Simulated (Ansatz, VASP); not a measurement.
One calculation of Al, two programs

Contents of INCAR:

```
ALGO = Normal
EDIFF = 1E-6
ENCUT = 520
GGA = PS
ISIF = 2
ISMEAR = 0
LASPH = T
LCHARG = T
LELF = T
LREAL = F
LVHAR = T
LWAVE = F
NBANDS = 10
NELM = 80
PREC = Accurate
SIGMA = 0.15
```

File KPOINTS:

```
k-points
0
Gamma
  18 18 10
```

The input POSCAR:

```
Al
1.0
    3.0093000000      0.0000000000      0.0000000000
   -1.5046500000      2.6061302476      0.0000000000
    0.0000000000      0.0000000000      4.4899000000
Al
2
Direct
    0.6666666667      0.3333333333      0.7500000000
    0.3333333333      0.6666666667      0.2500000000
```

Input for Ansatz:

```yaml
crystal:
  lattice:
    - [3.0093, 0.0, 0.0]
    - [-1.50465, 2.6061302476, 0.0]
    - [0.0, 0.0, 4.4899]
  atoms:
    - { symbol: Al, position: [0.6666666667, 0.3333333333, 0.75] }
    - { symbol: Al, position: [0.3333333333, 0.6666666667, 0.25] }
basis:
  ecutwfc: 420
kpoints:
  mp_grid: { grid: [18, 18, 10] }
hamiltonian:
  xc: pbesol
  pseudopotentials: { kind: paw, azcp: { folder: soft_1 } }
scf:
  occupations: { method: gaussian, width: 0.15 }
output:
  forces: true
  stress: true
  eigenvalues: true
```

Alike in both runs: task single point; functional PBEsol; k mesh 18 × 18 × 10; occupations gaussian, width 0.15 eV; no spin polarisation.

|  | VASP | Ansatz |
| --- | --- | --- |
| version | VASP 6.6.1 | Ansatz 0.2.0 |
| potentials or method | VASP PAW PBE potentials, release 64 (Al), cutoff 520 eV | scalar-relativistic, plane waves, PAW |
| valence electrons in the cell | 6 | 6 |

Ansatz gave:

```
gap on the k mesh at the Fermi level (eV)                     : none
pressure (GPa)                                                : -4.4
traceless stress, the component that is largest in VASP (GPa) : 3.13
```

Task: Which values does VASP return?

Result: gap on the k mesh at the Fermi level (eV): none; pressure (GPa): -4.4; traceless stress, the component that is largest in VASP (GPa): 3.16.

VASP's potentials were made for PBE, not for PBEsol, and Ansatz warns of the same on its side. A gap of «none» marks a metal or a gap that the smearing closes.
